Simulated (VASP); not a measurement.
The system is PbSe.

```
Pb Se
1.0
     0.00000    3.06710    3.06710
     3.06710    0.00000    3.06710
     3.06710    3.06710    0.00000
Pb Se
1 1
Direct
  0.00000 0.00000 0.00000
  0.50000 0.50000 0.50000
```

- Program: VASP 6.6.1
- Task: relaxation of cell and atoms
- Functional: LDA
- Potentials or basis: VASP PAW LDA potentials, release 64 (Pb_d, Se)
- Cutoff: 500 eV
- k mesh: 10 × 10 × 10
- Occupations: gaussian, width 0.01 eV
- Spin: no spin polarisation

At the start: pressure -2.3 GPa; volume 28.85 Å³/atom.

How do energy, volume and symmetry change on relaxing?

Over 3 steps the energy falls by 9.1 meV/atom and the volume is 27.62 Å³/atom (-4.3 %); space group Fm-3m (No. 225, to 0.05 Å).

Step by step:
| step | energy change (eV) | largest force (eV/Å) | pressure (GPa) | volume (Å³) |
| --- | --- | --- | --- | --- |
| 1 | 0.0000 | 0.0000 | -2.29 | 57.71 |
| 2 | -0.0154 | 0.0000 | 0.95 | 54.32 |
| 3 | -0.0182 | 0.0000 | 0.02 | 55.24 |

Final structure:
```
Pb Se
1.0
     0.00000    3.02273    3.02273
     3.02273    0.00000    3.02273
     3.02273    3.02273    0.00000
Pb Se
1 1
Direct
  0.00000 0.00000 0.00000
  0.50000 0.50000 0.50000
```
